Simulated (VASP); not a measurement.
Crystal: CdI2.

```
CELL_PARAMETERS angstrom
4.24701 0.00000 0.00000
-2.12350 3.67802 0.00000
0.00000 0.00000 6.89503
ATOMIC_POSITIONS crystal
Cd 0.00000 0.00000 0.00000
I 0.33333 0.66667 0.24939
I 0.66667 0.33333 0.75061
```

Base run:

| Item | Value |
| --- | --- |
| Program | VASP 6.6.1 |
| Functional | PBE |
| Potentials or basis | VASP PAW PBE potentials, release 64 (Cd, I) |
| Cutoff | 500 eV |
| k mesh | 6 × 6 × 4 |
| Occupations | gaussian, width 0.01 eV |
| Spin | no spin polarisation |

Its results: band gap on the k mesh 2.37 eV (least direct gap 2.61 eV); pressure 1.7 GPa; largest force 0.090 eV/Å.

Problem. The run is repeated on the same cell with these changes: functional from PBE to r2SCAN; cutoff from 500 eV to 550 eV. What comes out?

Solution. Band gap on the k mesh 2.81 eV (least direct gap 3.14 eV); pressure 1.0 GPa; largest force 0.019 eV/Å.

Caveats: spin-orbit coupling is left out, which moves the levels of the heavy elements; this functional lacks dispersion, which binds the layers, so the pressure and a relaxed spacing across them are unreliable (at least some runs); the PAW data sets were made with another functional, which shifts forces and pressure a little (at least some runs).

A k mesh can miss the band edges.
